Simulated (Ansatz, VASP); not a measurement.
# Two plane-wave programs on Si

The input INCAR:

```
PREC = Accurate
ENCUT = 520
EDIFF = 1E-6
ISMEAR = 0
SIGMA = 0.15
LREAL = False
LASPH = True
NELM = 80
ALGO = Normal
ISIF = 2
LWAVE = False
LCHARG = False
NBANDS = 26
```

The input KPOINTS:

```
Automatic mesh
0
Gamma
  10 10 8
```

POSCAR

```
Si
1.0
    4.5521371177     -2.4347064048      0.0000000000
    4.5521371177      2.4347064048      0.0000000000
    0.0000000000      0.0000000000      5.3276483681
Si
8
Direct
    0.5000000000      0.5000000000      0.7600927864
    0.5000000000      0.5000000000      0.2190801664
    1.0000000000      0.0000000000      0.2809198336
    0.0000000000      1.0000000000      0.7399072136
    0.7262158274      0.7262158274      0.5281550113
    0.2262158274      0.2262158274     -0.0281550113
    0.2737841726      0.2737841726      0.5281550113
    0.7737841726      0.7737841726     -0.0281550113
```

Input for Ansatz:

```yaml
crystal:
  lattice:
    - [4.5521371177, -2.4347064048, 0.0]
    - [4.5521371177, 2.4347064048, 0.0]
    - [0.0, 0.0, 5.3276483681]
  atoms:
    - { symbol: Si, position: [0.5, 0.5, 0.7600927864] }
    - { symbol: Si, position: [0.5, 0.5, 0.2190801664] }
    - { symbol: Si, position: [1.0, 0.0, 0.2809198336] }
    - { symbol: Si, position: [0.0, 1.0, 0.7399072136] }
    - { symbol: Si, position: [0.7262158274, 0.7262158274, 0.5281550113] }
    - { symbol: Si, position: [0.2262158274, 0.2262158274, -0.0281550113] }
    - { symbol: Si, position: [0.2737841726, 0.2737841726, 0.5281550113] }
    - { symbol: Si, position: [0.7737841726, 0.7737841726, -0.0281550113] }
basis:
  ecutwfc: 420
kpoints:
  mp_grid: { grid: [10, 10, 8] }
hamiltonian:
  xc: lda
scf:
  occupations: { method: gaussian, width: 0.15 }
output:
  forces: true
  stress: true
  eigenvalues: true
```

Change from the starting cell: mode 14 (231.3 1/cm) frozen in, largest displacement +0.150 Å.

Alike in both runs: task single point; functional LDA; k mesh 10 × 10 × 8; occupations gaussian, width 0.15 eV; no spin polarisation.

|  | VASP | Ansatz |
| --- | --- | --- |
| version | VASP 6.6.1 | Ansatz 0.2.0 |
| potentials or method | VASP PAW LDA potentials, release 64 (Si), cutoff 520 eV | scalar-relativistic, plane waves, PAW |
| valence electrons in the cell | 32 | 32 |

Ansatz gave:

* gap on the k mesh at the Fermi level (eV): none
* pressure (GPa): 2.1
* traceless stress, the component that is largest in VASP (GPa): -1.77
* rms of the force components (eV/Å): 0.490

Problem. Which values does VASP return?

Solution. gap on the k mesh at the Fermi level (eV): none; pressure (GPa): 2.2; traceless stress, the component that is largest in VASP (GPa): -1.75; rms of the force components (eV/Å): 0.492.

LDA's correlation is that of Perdew and Zunger in VASP and of Perdew and Wang (1992) in Ansatz. Atom by atom the forces differ by 0.002 eV/Å (rms over components). A gap of «none» marks a metal or a gap that the smearing closes.
